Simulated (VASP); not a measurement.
# Ni (Fm-3m) in VASP: single point with PBE

Aim: the single point of Ni with PBE.

All numbers are computed with VASP 6.6.1; they aren't measurements. Logs are shortened: lines on timing, memory, paths and dates and some standing lists are left out, and cuts for length are marked.

**1. The cell of the first run**

It takes space group Fm-3m (No. 225, cubic). The conventional cell has a = 3.536 Å, b = 3.536 Å, c = 3.536 Å, α = 90.00°, β = 90.00°, γ = 90.00°. Ni (site symmetry m-3m) has 12 Ni at 2.50 Å within 3.3 Å.

**2. Single point, PBE**

Contents of INCAR:

```
PREC = Accurate
ENCUT = 600
EDIFF = 1E-6
ISMEAR = -1
SIGMA = 0.1
LREAL = False
LASPH = True
NELM = 120
ALGO = Normal
ISIF = 2
LWAVE = False
LCHARG = True
GGA = PE
LELF = True
LVHAR = True
NBANDS = 17
ISYM = 0
GGA_COMPAT = False
```

Contents of KPOINTS:

```
regular mesh
0
Gamma
  15 9 12
```

Contents of POSCAR:

```
Ni
1.0
    0.0000000000     -1.7678000000     -1.7678000000
   -3.5356000000     -1.7678000000     -1.7678000000
    0.0000000000      1.7678000000     -1.7678000000
Ni
2
Direct
    0.0000000000      0.0000000000      0.0000000000
    0.0000000000      0.5000000000      0.5000000000
```

Potentials or basis: VASP PAW PBE potentials, release 64 (Ni).

Run with:

```sh
$ cat potpaw_PBE.64/Ni/POTCAR > POTCAR
$ mpirun -np 1 vasp_std > vasp.out
```

OUTCAR:

```text
PREC = Accurate
   ENCUT = 600
   EDIFF = 1E-6
   ISMEAR = -1
   LREAL = False
   LASPH = True
   NELM = 120
   ISIF = 2
   GGA = PE
   ISYM = 0

 ion  position               nearest neighbor table
   1  0.000  0.000  0.000-   2 2.50   2 2.50   2 2.50   2 2.50   2 2.50   2 2.50   2 2.50   2 2.50

   2  0.000  0.500  0.500-   1 2.50   1 2.50   1 2.50   1 2.50   1 2.50   1 2.50   1 2.50   1 2.50

IMPORTANT INFORMATION: All symmetrisations will be switched off!
NOSYMM: (Re-)initialisation of all symmetry stuff for point group C_1.

----------------------------------------------------------------------------------------

                                     Primitive cell

  volume of cell :      22.0983

  direct lattice vectors                    reciprocal lattice vectors
     0.000000000 -1.767800000 -1.767800000     0.282837425 -0.282837425 -0.282837425
    -3.535600000 -1.767800000 -1.767800000    -0.282837425  0.000000000  0.000000000
     0.000000000  1.767800000 -1.767800000     0.000000000  0.282837425 -0.282837425

  length of vectors
     2.500046736  4.330207967  2.500046736     0.489888790  0.282837425  0.399992522

  position of ions in fractional coordinates (direct lattice)
     0.000000000  0.000000000  0.000000000
     0.000000000  0.500000000  0.500000000

  ion indices of the primitive-cell ions
   primitive index   ion index
                 1           1
                 2           2

----------------------------------------------------------------------------------------

 KPOINTS: regular mesh

Automatic generation of k-mesh.
 Grid dimensions read from file:
 generate k-points for:   15    9   12

 Generating k-lattice:

  Cartesian coordinates                     Fractional coordinates (reciprocal lattice)
     0.018855828 -0.018855828 -0.018855828     0.066666667  0.000000000  0.000000000
    -0.031426381  0.000000000  0.000000000     0.000000000  0.111111111  0.000000000
     0.000000000  0.023569785 -0.023569785     0.000000000  0.000000000  0.083333333

  Length of vectors
     0.032659253  0.031426381  0.033332710

  Shift w.r.t. Gamma in fractional coordinates (k-lattice)
     0.000000000  0.000000000  0.000000000

 -----------------------------------------------------------------------------
|                                                                             |
|           W    W    AA    RRRRR   N    N  II  N    N   GGGG   !!!           |
|           W    W   A  A   R    R  NN   N  II  NN   N  G    G  !!!           |
|           W    W  A    A  R    R  N N  N  II  N N  N  G       !!!           |
|           W WW W  AAAAAA  RRRRR   N  N N  II  N  N N  G  GGG   !            |
|           WW  WW  A    A  R   R   N   NN  II  N   NN  G    G                |
|           W    W  A    A  R    R  N    N  II  N    N   GGGG   !!!           |
|                                                                             |
|     Your reciprocal lattice and k-lattice belong to different lattice       |
|     classes:                                                                |
|                                                                             |
|        The reciprocal lattice is simple tetragonal,                         |
|        whereas your k-lattice is simple monoclinic.                         |
|                                                                             |
|     Results are often still useful ...                                      |
|                                                                             |
 -----------------------------------------------------------------------------

 WARNING: IBZKPT: internal override: KBLOWUP is changed to .FALSE.
      ... skipping the blow-up phase ...

 Subroutine IBZKPT returns following result:
 ===========================================

 Found    811 irreducible k-points:

 Following reciprocal coordinates:
            Coordinates               Weight
  0.000000  0.000000  0.000000      1.000000
  0.066667  0.000000  0.000000      2.000000
  0.133333  0.000000  0.000000      2.000000
  0.200000  0.000000  0.000000      2.000000
  0.266667  0.000000  0.000000      2.000000
  0.333333  0.000000  0.000000      2.000000
[... 16 lines left out ...]
 -0.066667  0.111111  0.000000      2.000000
  0.000000  0.222222  0.000000      2.000000
 [... further k-points ...]
   k-points           NKPTS =    811   k-points in BZ     NKDIM =    811   number of bands    NBANDS=     17
   number of dos      NEDOS =    301   number of ions     NIONS =      2
   total plane-waves  NPLWV =  14400
   dimension x,y,z NGX =    20 NGY =   36 NGZ =   20
   dimension x,y,z NGXF=    40 NGYF=   72 NGZF=   40
   ions per type =               2
   NGX,Y,Z   is equivalent  to a cutoff of  13.30, 13.82, 13.30 a.u.
   NGXF,Y,Z  is equivalent  to a cutoff of  26.60, 27.64, 26.60 a.u.
 SYSTEM =  unknown system
   PREC   = accura    normal or accurate (medium, high low for compatibility)
   ISTART =      0    job   : 0-new  1-cont  2-samecut
   ICHARG =      2    charge: 1-file 2-atom 10-const
   ISPIN  =      1    spin polarized calculation?
   LNONCOLLINEAR =      F non collinear calculations
   LSORBIT =      F    spin-orbit coupling
   LASPH  =      T    aspherical Exc in radial PAW
   ENCUT  =  600.0 eV  44.10 Ry    6.64 a.u.   4.99  8.65  4.99*2*pi/ulx,y,z
   NELM   =    120;   NELMIN=  2; NELMDL= -5     # of ELM steps
   EDIFF  = 0.1E-05   stopping-criterion for ELM
   LREAL  =      F    real-space projection
   EDIFFG = 0.1E-04   stopping-criterion for IOM
   NSW    =      0    number of steps for IOM
   IBRION =     -1    ionic relax: 0-MD 1-quasi-New 2-CG
   NFREE  =      0    steps in history (QN), initial steepest desc. (CG)
   ISIF   =      2    stress and relaxation
   ISYM   =      0    0-nonsym 1-usesym 2-fastsym
   POTIM  = 0.5000    time-step for ionic-motion
   TEBEG  =    0.0;   TEEND  =   0.0 temperature during run
   PSTRESS=    0.0 pullay stress
   NELECT =      20.0000    total number of electrons
   NUPDOWN=      -1.0000    fix difference up-down
   EMIN   =  10.00;   EMAX   =-10.00  energy-range for DOS
   EFERMI =   0.00;   METHOD = LEGACY
   ISMEAR =    -1;   SIGMA  =   0.10  broadening in eV -4-tet -1-fermi 0-gaus
   EFERMI_NEDOS =   21; number of points for ismear=-14 and -15
   IALGO  =     38    algorithm
   IMIX   =      4    mixing-type and parameters
     AMIX     =   0.40;   BMIX     =  1.00
     AMIX_MAG =   1.60;   BMIX_MAG =  1.00
  volume/ion in A,a.u.               =      11.05        74.56
  Fermi-wavevector in a.u.,A,eV,Ry     =   1.583550  2.992475 34.118373  2.507630
  Thomas-Fermi vector in A             =   2.683303
   LORBIT       =      0    0 simple, 1 ext, 2 COOP (PROOUT), +10 PAW based schemes
   GGA     = PE    functional components
   LHFCALC =     F    Hartree Fock is set to
   AEXX    =    0.0000 exact exchange contribution
   IVDW    =     0    specifies the selected vdW correction
   LEPSILON=     F    determine dielectric tensor
   LRPA    =     F    only Hartree local field effects (RPA)
 non-spin polarized calculation
  energy-cutoff  :      600.00
  volume of cell :       22.10
 maximum number of plane-waves:       756
   NGX =  9   NGY = 17   NGZ =  9

 number of electron      19.9999992 magnetization

 Free energy of the ion-electron system (eV)
  ---------------------------------------------------
  ext. energy  EPLUGINS =         0.00000000
  ---------------------------------------------------
  free energy    TOTEN  =       -10.92739699 eV

  energy without entropy =      -10.75115196  energy(sigma->0) =      -10.83927448

 E-fermi :   8.9953     XC(G=0): -13.1630

 val. band max:        8.9951916446   @ k =   0.2000   0.1111   0.0000
 cond. band min:       8.9994552892   @ k =   0.2667   0.1111   0.5000
 fundamental gap:      0.0042636447
 Fermi energy:         8.9952593838

 k-point     1 :       0.0000    0.0000    0.0000
  band No.  band energies     occupation
      1       0.2384      2.00000
      2       4.7932      2.00000
      3       5.3734      2.00000
      4       7.1638      2.00000
      5       7.1645      2.00000
      6       7.1651      2.00000
[... 9 lines left out ...]
     16      28.7822      0.00000
     17      32.1782      0.00000

 k-point     2 :       0.0667    0.0000    0.0000
  band No.  band energies     occupation
      1       0.4103      2.00000
      2       4.8559      2.00000
      3       5.4283      2.00000
      4       7.1180      2.00000
      5       7.2024      2.00000
      6       7.2035      2.00000
[... 9 lines left out ...]
     16      29.4069      0.00000
     17      32.0721      0.00000

 k-point     3 :       0.1333    0.0000    0.0000
  band No.  band energies     occupation
      1       0.9159      2.00000
      2       5.0339      2.00000
      3       5.5822      2.00000
      4       6.9972      2.00000
      5       7.2946      2.00000
      6       7.2955      2.00000
[... 9 lines left out ...]
     16      29.3855      0.00000
     17      30.0703      0.00000

 k-point     4 :       0.2000    0.0000    0.0000
  band No.  band energies     occupation
      1       1.7181      2.00000
      2       5.2721      2.00000
      3       5.8094      2.00000
      4       6.8572      2.00000
      5       7.3673      2.00000
      6       7.3679      2.00000
[... 9 lines left out ...]
     16      26.0609      0.00000
     17      30.4900      0.00000
[... 343 lines left out ...]
      1       1.4294      2.00000
      2       4.9669      2.00000
      3       5.7310      2.00000
      4       6.8645      2.00000
      5       7.3742      2.00000
      6       7.3840      2.00000
[... 9 lines left out ...]
     16      27.5883      0.00000
     17      30.2906      0.00000

 k-point    23 :      -0.0667    0.1111    0.0000
  band No.  band energies     occupation
      1       0.7558      2.00000
      2       4.8427      2.00000
      3       5.5335      2.00000
      4       7.0055      2.00000
      5       7.2860      2.00000
      6       7.2912      2.00000
[... 9 lines left out ...]
     16      29.5466      0.00000
     17      30.8348      0.00000

 k-point    24 :       0.0000    0.2222    0.0000
  band No.  band energies     occupation
      1       0.8680      2.00000
      2       4.7376      2.00000
      3       5.5678      2.00000
      4       6.9380      2.00000
      5       7.3414      2.00000
      6       7.3420      2.00000
[... 9 lines left out ...]
     16      28.9846      0.00000
     17      31.6066      0.00000

 [... further k-points ...]

------------------------ aborting loop because EDIFF is reached ----------------------------------------

  FORCE on cell =-STRESS in cart. coord.  units (eV):
  Direction    XX          YY          ZZ          XY          YZ          ZX
  --------------------------------------------------------------------------------------
  -------------------------------------------------------------------------------------
  Total       -0.4595908     -0.4765852     -0.4765861     -0.0013597      0.0050614     -0.0013610
  in kB      -33.3213482    -34.5534764    -34.5535455     -0.0985824      0.3669652     -0.0986763
  external PRESSURE =     -34.1427900 kB  Pullay stress =       0.0000000 kB

 VOLUME and BASIS-vectors are now :
 -----------------------------------------------------------------------------
  energy-cutoff  :      600.00
  volume of cell :       22.10
      direct lattice vectors                 reciprocal lattice vectors
     0.000000000 -1.767800000 -1.767800000     0.282837425 -0.282837425 -0.282837425
    -3.535600000 -1.767800000 -1.767800000    -0.282837425  0.000000000  0.000000000
     0.000000000  1.767800000 -1.767800000     0.000000000  0.282837425 -0.282837425

 POSITION                                       TOTAL-FORCE (eV/Angst)
 -----------------------------------------------------------------------------------
      0.00000      0.00000      0.00000         0.000001      0.000000     -0.000000
     -1.76780      0.00000     -1.76780        -0.000001     -0.000000      0.000000
 -----------------------------------------------------------------------------------
    total drift:                                0.000001     -0.000000     -0.000001

  FREE ENERGIE OF THE ION-ELECTRON SYSTEM (eV)
  ---------------------------------------------------
  free  energy   TOTEN  =       -10.9273969942 eV

  energy  without entropy=      -10.7511519631  energy(sigma->0) =      -10.83927448
```

Wall time 5 min (1 thread of Oxide Virtual Turin-like, shared host); peak memory 0.37 GiB.

What came out:

```yaml
Free_energy: -10.9274 eV
Pressure: -3.4 GPa
Band_gap_on_the_k_mesh: zero (bands 10 and 11 overlap by 0.62 eV)
```

Caveat: the cell stands under tension; the run has no spin polarisation, though such a crystal can be magnetic.
